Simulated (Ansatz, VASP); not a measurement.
**PbO2 in VASP and in Ansatz**

POSCAR

```
PbO2
1.0
    4.9949598700      0.0000000000      0.0000000000
    0.0000000000      4.9949598700      0.0000000000
    0.0000000000      0.0000000000      3.4090009600
Pb O
2 4
Direct
    0.5000000000      0.5000000000      0.5000000000
    0.0000000000      0.0000000000      0.0000000000
    0.6925710400      0.6925710400      0.0000000000
    0.8074289600      0.1925710400      0.5000000000
    0.1925710400      0.8074289600      0.5000000000
    0.3074289600      0.3074289600      0.0000000000
```

INCAR.step1

```
SYSTEM = PbO2
ALGO = Normal
EDIFF = 1E-4
ENCUT = 520
GGA = PE
ISMEAR = -1
LASPH = .TRUE.
LCHARG = .FALSE.
LREAL = .FALSE.
LWAVE = .TRUE.
NBANDS = 35
NELM = 80
PREC = Accurate
SIGMA = 0.05
```

INCAR.step2

```
SYSTEM = PbO2
ALGO = Normal
EDIFF = 1E-6
ENCUT = 520
ISIF = 2
ISMEAR = -1
ISTART = 1
LASPH = .TRUE.
LCHARG = .FALSE.
LMIXTAU = .TRUE.
LREAL = .FALSE.
LWAVE = .FALSE.
METAGGA = R2SCAN
NBANDS = 35
NELM = 80
PREC = Accurate
SIGMA = 0.05
```

The input KPOINTS:

```
k-points
0
G
  6 6 8
  0 0 0
```

Contents of input.yaml:

```yaml
crystal:
  lattice:
    - [4.99495987, 0.0, 0.0]
    - [0.0, 4.99495987, 0.0]
    - [0.0, 0.0, 3.40900096]
  atoms:
    - { symbol: Pb, position: [0.5, 0.5, 0.5] }
    - { symbol: Pb, position: [0.0, 0.0, 0.0] }
    - { symbol: O, position: [0.69257104, 0.69257104, 0.0] }
    - { symbol: O, position: [0.80742896, 0.19257104, 0.5] }
    - { symbol: O, position: [0.19257104, 0.80742896, 0.5] }
    - { symbol: O, position: [0.30742896, 0.30742896, 0.0] }
hamiltonian:
  xc: r2scan
  pseudopotentials: { kind: paw }
kpoints:
  mp_grid: { grid: [6, 6, 8] }
  band_path:
    path:
      - [[0.0, 0.0, 0.0], [0.0, 0.5, 0.0], [0.5, 0.5, 0.0], [0.0, 0.0, 0.0], [0.0, 0.0, 0.5], [0.0, 0.5, 0.5], [0.5, 0.5, 0.5], [0.0, 0.0, 0.5]]
      - [[0.0, 0.5, 0.0], [0.0, 0.5, 0.5]]
      - [[0.5, 0.5, 0.0], [0.5, 0.5, 0.5]]
    npoints: 14
scf:
  occupations: { method: fermi_dirac, width: 0.05 }
  n_extra_bands: 15
output:
  forces: true
  stress: true
  eigenvalues: true
  fatbands: false
```

Alike in both runs: functional r2SCAN; k mesh 6 × 6 × 8; occupations fermi-dirac, width 0.05 eV; no spin polarisation.

```csv
,VASP,Ansatz
version,VASP 6.6.1,Ansatz 0.2.0
potentials or method,"VASP PAW PBE potentials, release 64 (Pb_d, O)",Ansatz PAW
plane-wave cutoff (eV),520,500
valence electrons in the cell,52,52
task,single point,band structure
```

|  | VASP | Ansatz | Ansatz less VASP |
| --- | --- | --- | --- |
| gap on the k mesh at the Fermi level (eV) | none | none | - |
| pressure (GPa) | 0.1 | -0.7 | -0.88 |
| traceless stress, the component that is largest in VASP (GPa) | 0.13 | -0.14 | -0.275 |
| rms of the force components (eV/Å) | 0.009 | 0.001 | -0.0081 |

VASP's potentials were made for PBE, not for r2SCAN. Atom by atom the forces differ by 0.008 eV/Å (rms over components). A gap of «none» marks a metal or a gap that the smearing closes. The functional is the same, so the differences come from potentials, cutoffs and numerics.

Spin-orbit coupling is off throughout.
